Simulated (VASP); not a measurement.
Pb:

```
CELL_PARAMETERS angstrom
0.00000 3.43900 3.43900
3.43900 0.00000 3.43900
3.43900 3.43900 0.00000
ATOMIC_POSITIONS crystal
Pb 0.25000 0.25000 0.25000
Pb 0.00000 0.00000 0.00000
```

| Quantity | Value |
| --- | --- |
| Program | VASP 6.6.1 |
| Task | relaxation of cell and atoms |
| Functional | PBE |
| Dispersion | D4 |
| Potentials or basis | VASP PAW PBE potentials, release 64 (Pb_d) |
| Cutoff | 600 eV |
| k mesh | 7 × 7 × 7 |
| Occupations | fermi-dirac, width 0.05 eV |
| Spin | no spin polarisation |

At the start: pressure 1.0 GPa; volume 40.67 Å³/atom.

Task: How do energy, volume and symmetry change on relaxing?

Result: Over 3 steps the energy falls by 4.2 meV/atom and the volume is 42.06 Å³/atom (+3.4 %); space group Fd-3m (No. 227, to 0.05 Å).

The path:
| step | energy change (eV) | largest force (eV/Å) | pressure (GPa) | volume (Å³) |
| --- | --- | --- | --- | --- |
| 1 | 0.0000 | 0.0000 | 1.03 | 81.34 |
| 2 | -0.0084 | 0.0000 | -0.10 | 84.45 |
| 3 | -0.0085 | 0.0000 | 0.00 | 84.12 |

Final structure:
```xyz
2
Lattice="0.0000 3.4776 3.4776 3.4776 0.0000 3.4776 3.4776 3.4776 0.0000" Properties=species:S:1:pos:R:3 pbc="T T T"
Pb    1.7388    1.7388    1.7388
Pb    0.0000    0.0000    0.0000
```

Caveat: pairwise dispersion overbinds metals, which lowers pressure and volume.
